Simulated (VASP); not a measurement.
Runs of VASP 6.6.1 on W. The structure is that of space group Fm-3m (No. 225), or close to it. The cells are those of the table. 

```tsv
cell	further INCAR settings	gap on the mesh (eV)	pressure (GPa)
a = 2.849, b = 2.849, c = 2.785 Å, angles 60.7, 60.7, 58.5°, 1 atom	ALGO = Fast; EDIFF = 1e-06; NBANDS = 13	none	(a)
a = 2.828, b = 2.828, c = 2.742 Å, angles 61.0, 61.0, 58.0°, 1 atom	ALGO = Fast; EDIFF = 1e-06; NBANDS = 13	none	11.0
a = 2.785, b = 2.785, c = 2.827 Å, angles 59.5, 59.5, 61.0°, 1 atom	ALGO = Fast; EDIFF = 1e-06; NBANDS = 13	none	(b)
a = 2.827, b = 2.827, c = 2.785 Å, angles 60.5, 60.5, 59.0°, 1 atom	ALGO = Fast; EDIFF = 1e-07; NBANDS = 13	none	5.5
a = 2.806, b = 2.806, c = 2.785 Å, angles 60.3, 60.3, 59.5°, 1 atom	ALGO = Fast; EDIFF = 1e-06; NBANDS = 13	none	10.4
a = 2.806, b = 2.806, c = 2.827 Å, angles 59.8, 59.8, 60.5°, 1 atom	ALGO = Fast; EDIFF = 1e-06; NBANDS = 13	none	5.4
```

Alike in all rows: task single point; level PBEsol; potentials or basis VASP PAW PBE potentials, release 64 (W_sv); no spin polarisation; k mesh 26 × 26 × 26; cutoff (eV) 520; smearing gaussian 0.15 eV.

Question: Fill in the values left out.

Answer: (a) 0.9; (b) 10.6.

Caveats: the PAW data sets were made with another functional, which shifts forces and pressure a little; spin-orbit coupling is left out, which moves the levels of the heavy elements; the cell stands under pressure (at least some runs).

A k mesh can miss the band edges, and the runs leave out spin-orbit coupling on W.

A gap of «none» marks levels without a gap at the run's occupations.
